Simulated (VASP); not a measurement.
# Ga2HN2 in VASP: single point with PBE

Aim: the single point of Ga2HN2 with PBE.

Everything below comes from runs of VASP 6.6.1. Logs are shortened: lines on timing, memory, paths and dates and some standing lists are left out, and cuts for length are marked.

### 1 The cell of the first run

The cell holds a wire or tube with vacuum around it, 10 atoms: a = 20.900 Å, b = 9.300 Å, c = 3.215 Å, α = 90.00°, β = 90.00°, γ = 90.00°.

### 2 Single point, PBE, collinear spin

File INCAR:

```
SYSTEM = Ga2HN2
ALGO = Normal ; EDIFF = 1E-6
ENCUT = 520 ; GGA = PE
GGA_COMPAT = .FALSE. ; ISIF = 2
ISMEAR = 0 ; ISPIN = 2
LASPH = .TRUE. ; LCHARG = .TRUE.
LELF = .TRUE. ; LORBIT = 11
LREAL = .FALSE. ; LVHAR = .TRUE.
LWAVE = .FALSE. ; MAGMOM = 1 0 0 -1 1 0 0 -1 0 0
NBANDS = 52 ; NELM = 200
PREC = Accurate ; SIGMA = 0.05
```

File KPOINTS:

```
k-points
0
G
  1 1 17
  0 0 0
```

File POSCAR:

```
Ga2HN2
1.0
   20.9000000000      0.0000000000      0.0000000000
    0.0000000000      9.3000000000      0.0000000000
    0.0000000000      0.0000000000      3.2149611435
Ga N H
4 4 2
Direct
    0.3088519093      0.5000000000      0.5000000000
    0.4417292655      0.5000000000      0.0000000000
    0.5748134474      0.5000000000      0.5000000000
    0.7087657365      0.5000000000      0.0000000000
    0.2670696760      0.5000000000      0.0000000000
    0.3975029603      0.5000000000      0.5000000000
    0.5305646178      0.5000000000      0.0000000000
    0.6638067317      0.5000000000      0.5000000000
    0.7832025440      0.5000000000      0.0000000000
    0.2184299539      0.5000000000      0.0000000000
```

Potentials or basis: VASP PAW PBE potentials, release 64 (Ga_d, N, H).

Command:

```bash
$ cat potpaw_PBE.64/Ga_d/POTCAR potpaw_PBE.64/N/POTCAR potpaw_PBE.64/H/POTCAR > POTCAR
$ mpirun -np 1 vasp_std > vasp.out
```

OUTCAR:

```text
SYSTEM = Ga2HN2
   EDIFF = 1E-6
   ENCUT = 520
   GGA = PE
   ISIF = 2
   ISMEAR = 0
   ISPIN = 2
   LASPH = .TRUE.
   LORBIT = 11
   LREAL = .FALSE.
   NELM = 200
   PREC = Accurate

 ion  position               nearest neighbor table
   1  0.309  0.500  0.500-   5 1.83   5 1.83   6 1.85
   2  0.442  0.500  0.000-   6 1.85   6 1.85   7 1.86
   3  0.575  0.500  0.500-   7 1.85   7 1.85   8 1.86
   4  0.709  0.500  0.000-   9 1.56   8 1.86   8 1.86
   5  0.267  0.500  0.000-  10 1.02   1 1.83   1 1.83
   6  0.398  0.500  0.500-   1 1.85   2 1.85   2 1.85
   7  0.531  0.500  0.000-   3 1.85   3 1.85   2 1.86
   8  0.664  0.500  0.500-   3 1.86   4 1.86   4 1.86
   9  0.783  0.500  0.000-   4 1.56
  10  0.218  0.500  0.000-   5 1.02

  LATTYP: Found a simple orthorhombic cell.
 ALAT       =     3.2149611435
 B/A-ratio  =     2.8927254747
 C/A-ratio  =     6.5008561743

  Lattice vectors:

 A1 = (   0.0000000000,   0.0000000000,  -3.2149611435)
 A2 = (   0.0000000000,   9.3000000000,   0.0000000000)
 A3 = (  20.9000000000,   0.0000000000,   0.0000000000)

Analysis of symmetry for initial positions (statically):
=====================================================================
 Subroutine PRICEL returns:
 Original cell was already a primitive cell.

 Routine SETGRP: Setting up the symmetry group for a
 simple orthorhombic supercell.

 Subroutine GETGRP returns: Found  4 space group operations
 (whereof  4 operations were pure point group operations)
 out of a pool of  8 trial point group operations.

The static configuration has the point symmetry C_2v.

Analysis of symmetry for dynamics (positions and initial velocities):
=====================================================================
 Subroutine PRICEL returns:
 Original cell was already a primitive cell.

 Routine SETGRP: Setting up the symmetry group for a
 simple orthorhombic supercell.

 Subroutine GETGRP returns: Found  4 space group operations
 (whereof  4 operations were pure point group operations)
 out of a pool of  8 trial point group operations.

The dynamic configuration has the point symmetry C_2v.

Analysis of structural, dynamic, and magnetic symmetry:
=====================================================================
 Subroutine PRICEL returns:
 Original cell was already a primitive cell.

 Routine SETGRP: Setting up the symmetry group for a
 simple orthorhombic supercell.

 Subroutine GETGRP returns: Found  4 space group operations
 (whereof  4 operations were pure point group operations)
 out of a pool of  8 trial point group operations.

The overall configuration has the point symmetry C_2v.

 Subroutine INISYM returns: Found  4 space group operations
 (whereof  4 operations are pure point group operations),
 and found     1 'primitive' translations

----------------------------------------------------------------------------------------

                                     Primitive cell

  volume of cell :     624.8920

  direct lattice vectors                    reciprocal lattice vectors
    20.900000000  0.000000000  0.000000000     0.047846890  0.000000000  0.000000000
     0.000000000  9.300000000  0.000000000     0.000000000  0.107526882  0.000000000
     0.000000000  0.000000000  3.214961144     0.000000000  0.000000000  0.311045750

  length of vectors
    20.900000000  9.300000000  3.214961144     0.047846890  0.107526882  0.311045750

  position of ions in fractional coordinates (direct lattice)
     0.308851909  0.500000000  0.500000000
     0.441729266  0.500000000  0.000000000
     0.574813447  0.500000000  0.500000000
     0.708765736  0.500000000  0.000000000
     0.267069676  0.500000000  0.000000000
     0.397502960  0.500000000  0.500000000
     0.530564618  0.500000000  0.000000000
     0.663806732  0.500000000  0.500000000
     0.783202544  0.500000000  0.000000000
     0.218429954  0.500000000  0.000000000

  ion indices of the primitive-cell ions
   primitive index   ion index
                 1           1
                 2           2
                 3           3
                 4           4
                 5           5
                 6           6
                 7           7
                 8           8
                 9           9
                10          10

----------------------------------------------------------------------------------------

 KPOINTS: k-points

Automatic generation of k-mesh.
 Grid dimensions read from file:
 generate k-points for:    1    1   17

 Generating k-lattice:

  Cartesian coordinates                     Fractional coordinates (reciprocal lattice)
     0.047846890  0.000000000  0.000000000     1.000000000  0.000000000  0.000000000
     0.000000000  0.107526882  0.000000000     0.000000000  1.000000000  0.000000000
     0.000000000  0.000000000  0.018296809     0.000000000  0.000000000  0.058823529

  Length of vectors
     0.047846890  0.107526882  0.018296809

  Shift w.r.t. Gamma in fractional coordinates (k-lattice)
     0.000000000  0.000000000  0.000000000

 Subroutine IBZKPT returns following result:
 ===========================================

 Found      9 irreducible k-points:

 Following reciprocal coordinates:
            Coordinates               Weight
  0.000000  0.000000  0.000000      1.000000
  0.000000  0.000000  0.058824      2.000000
  0.000000  0.000000  0.117647      2.000000
  0.000000  0.000000  0.176471      2.000000
  0.000000  0.000000  0.235294      2.000000
  0.000000  0.000000  0.294118      2.000000
  0.000000  0.000000  0.352941      2.000000
  0.000000  0.000000  0.411765      2.000000
  0.000000  0.000000  0.470588      2.000000
   k-points           NKPTS =      9   k-points in BZ     NKDIM =      9   number of bands    NBANDS=     52
   number of dos      NEDOS =    301   number of ions     NIONS =     10
   total plane-waves  NPLWV = 268800
   dimension x,y,z NGX =   160 NGY =   70 NGZ =   24
   dimension x,y,z NGXF=   320 NGYF=  140 NGZF=   48
   ions per type =               4   4   2
   NGX,Y,Z   is equivalent  to a cutoff of  12.73, 12.51, 12.41 a.u.
   NGXF,Y,Z  is equivalent  to a cutoff of  25.45, 25.03, 24.82 a.u.
 SYSTEM =  Ga2HN2
   PREC   = accura    normal or accurate (medium, high low for compatibility)
   ISTART =      0    job   : 0-new  1-cont  2-samecut
   ICHARG =      2    charge: 1-file 2-atom 10-const
   ISPIN  =      2    spin polarized calculation?
   LNONCOLLINEAR =      F non collinear calculations
   LSORBIT =      F    spin-orbit coupling
   LASPH  =      T    aspherical Exc in radial PAW
   ENCUT  =  520.0 eV  38.22 Ry    6.18 a.u.  38.86 17.29  5.98*2*pi/ulx,y,z
   NELM   =    200;   NELMIN=  2; NELMDL= -5     # of ELM steps
   EDIFF  = 0.1E-05   stopping-criterion for ELM
   LREAL  =      F    real-space projection
[... 7 lines left out ...]
   TEBEG  =    0.0;   TEEND  =   0.0 temperature during run
   PSTRESS=    0.0 pullay stress
   NELECT =      74.0000    total number of electrons
   NUPDOWN=      -1.0000    fix difference up-down
   EMIN   =  10.00;   EMAX   =-10.00  energy-range for DOS
   EFERMI =   0.00;   METHOD = LEGACY
   ISMEAR =     0;   SIGMA  =   0.05  broadening in eV -4-tet -1-fermi 0-gaus
   EFERMI_NEDOS =   21; number of points for ismear=-14 and -15
   IALGO  =     38    algorithm
   IMIX   =      4    mixing-type and parameters
     AMIX     =   0.40;   BMIX     =  1.00
     AMIX_MAG =   1.60;   BMIX_MAG =  1.00
  volume/ion in A,a.u.               =      62.49       421.70
  Fermi-wavevector in a.u.,A,eV,Ry     =   0.803928  1.519203  8.793446  0.646300
  Thomas-Fermi vector in A             =   1.911888
   LORBIT       =     11    0 simple, 1 ext, 2 COOP (PROOUT), +10 PAW based schemes
   GGA     = PE    functional components
   LHFCALC =     F    Hartree Fock is set to
   AEXX    =    0.0000 exact exchange contribution
   IVDW    =     0    specifies the selected vdW correction
   LEPSILON=     F    determine dielectric tensor
   LRPA    =     F    only Hartree local field effects (RPA)
 spin polarized calculation
 Gauss-broadening in eV      SIGMA  =   0.05
  energy-cutoff  :      520.00
  volume of cell :      624.89
 maximum number of plane-waves:     16904
 NGX is ok and might be reduce to   160
   NGX = 77   NGY = 35   NGZ = 11

 number of electron      73.9999990 magnetization      -0.0000000

 number of electron      73.9999990 magnetization       0.0000000

 Free energy of the ion-electron system (eV)
  ---------------------------------------------------
  ext. energy  EPLUGINS =         0.00000000
  ---------------------------------------------------
  free energy    TOTEN  =       -52.50279814 eV

  energy without entropy =      -52.50279814  energy(sigma->0) =      -52.50279814

 E-fermi :  -3.5709     XC(G=0):  -2.9471

 val. band max:       -3.8084714882   @ k =   0.0000   0.0000   0.4118
 cond. band min:      -1.1667637673   @ k =   0.0000   0.0000   0.0000
 fundamental gap:      2.6417077209
 Fermi energy:        -3.5708561301

 spin component 1

 k-point     1 :       0.0000    0.0000    0.0000
  band No.  band energies     occupation
      1     -19.0877      1.00000
      2     -18.8914      1.00000
      3     -18.6437      1.00000
      4     -18.4688      1.00000
      5     -17.1916      1.00000
      6     -17.1672      1.00000
[... 41 lines left out ...]
     48       1.8125      0.00000
     49       2.1788      0.00000
[... 414 lines left out ...]
     48       4.0654      0.00000
     49       4.1402      0.00000
 Fermi energy:        -3.5708561301

 spin component 2

 k-point     1 :       0.0000    0.0000    0.0000
  band No.  band energies     occupation
      1     -19.0877      1.00000
      2     -18.8914      1.00000
      3     -18.6437      1.00000
      4     -18.4688      1.00000
      5     -17.1916      1.00000
      6     -17.1672      1.00000
[... 41 lines left out ...]
     48       1.8135      0.00000
     49       2.1785      0.00000
[... 414 lines left out ...]
     48       4.0655      0.00000
     49       4.1404      0.00000
 [bands above 49 left out]

------------------------ aborting loop because EDIFF is reached ----------------------------------------

  FORCE on cell =-STRESS in cart. coord.  units (eV):
  Direction    XX          YY          ZZ          XY          YZ          ZX
  --------------------------------------------------------------------------------------
  -------------------------------------------------------------------------------------
  Total       -0.2735401     -0.0461052     -0.2335052      0.0000000      0.0000000      0.0000000
  in kB       -0.7013367     -0.1182104     -0.5986901      0.0000000      0.0000000      0.0000000
  external PRESSURE =      -0.4727457 kB  Pullay stress =       0.0000000 kB

 VOLUME and BASIS-vectors are now :
 -----------------------------------------------------------------------------
  energy-cutoff  :      520.00
  volume of cell :      624.89
      direct lattice vectors                 reciprocal lattice vectors
    20.900000000  0.000000000  0.000000000     0.047846890  0.000000000  0.000000000
     0.000000000  9.300000000  0.000000000     0.000000000  0.107526882  0.000000000
     0.000000000  0.000000000  3.214961144     0.000000000  0.000000000  0.311045750

 POSITION                                       TOTAL-FORCE (eV/Angst)
 -----------------------------------------------------------------------------------
      6.45500      4.65000      1.60748         0.011712      0.000000      0.000000
      9.23214      4.65000      0.00000         0.001641      0.000000      0.000000
     12.01360      4.65000      1.60748         0.001164      0.000000      0.000000
     14.81320      4.65000      0.00000         0.008297      0.000000      0.000000
      5.58176      4.65000      0.00000         0.030623      0.000000      0.000000
      8.30781      4.65000      1.60748        -0.011141      0.000000      0.000000
     11.08880      4.65000      0.00000        -0.004812      0.000000      0.000000
     13.87356      4.65000      1.60748        -0.002449      0.000000      0.000000
     16.36893      4.65000      0.00000        -0.021035      0.000000      0.000000
      4.56519      4.65000      0.00000        -0.014001      0.000000      0.000000
 -----------------------------------------------------------------------------------
    total drift:                               -0.000485      0.000000      0.000001

  FREE ENERGIE OF THE ION-ELECTRON SYSTEM (eV)
  ---------------------------------------------------
  free  energy   TOTEN  =       -52.5027981413 eV

  energy  without entropy=      -52.5027981413  energy(sigma->0) =      -52.50279814

 total charge

# of ion       s       p       d       tot
------------------------------------------
    1        0.831   0.932  10.164  11.927
    2        0.834   0.895  10.155  11.884
    3        0.836   0.893  10.154  11.882
    4        0.871   0.879  10.092  11.842
    5        1.209   2.620   0.000   3.829
    6        1.217   2.514   0.000   3.731
    7        1.220   2.508   0.000   3.728
    8        1.222   2.499   0.000   3.721
    9        0.534   0.010   0.000   0.544
   10        0.636   0.086   0.000   0.722
--------------------------------------------------
tot          9.409  13.837  40.564  63.810

 magnetization (x)

# of ion       s       p       d       tot
------------------------------------------
    1        0.000   0.000   0.000   0.000
    2        0.000   0.000  -0.000   0.000
    3       -0.000   0.000  -0.000  -0.000
    4       -0.000  -0.000  -0.000  -0.000
    5        0.000  -0.000   0.000  -0.000
    6        0.000  -0.000   0.000  -0.000
    7       -0.000  -0.000   0.000  -0.000
    8       -0.000   0.000   0.000   0.000
    9        0.000   0.000   0.000   0.000
   10        0.000   0.000   0.000   0.000
--------------------------------------------------
tot          0.000  -0.000   0.000   0.000
```

Wall time 13 min (1 thread of Intel Xeon 6975P-C (Granite Rapids), shared host); peak memory 1 GiB.

Results:

```yaml
Free_energy: -52.5028 eV
Largest_force: 0.031 eV/Å
Band_gap_on_the_k_mesh: 2.64 eV (least direct gap 3.13 eV)
Net_moment: 0.00 μB per cell
Valence_electrons_inside_the_program's_atomic_spheres: Ga 11.93, 11.88, 11.84 (each value once); N 3.83, 3.73, 3.72 (each value once); H 0.54, 0.72
```

Forces in eV/Å, atoms in the order of the input:
```
Ga   0.012  0.000  0.000
Ga   0.002  0.000  0.000
Ga   0.001  0.000  0.000
Ga   0.008  0.000  0.000
N    0.031  0.000  0.000
N   -0.011  0.000  0.000
N   -0.005  0.000  0.000
N   -0.002  0.000  0.000
H   -0.021  0.000  0.000
H   -0.014  0.000  0.000
```
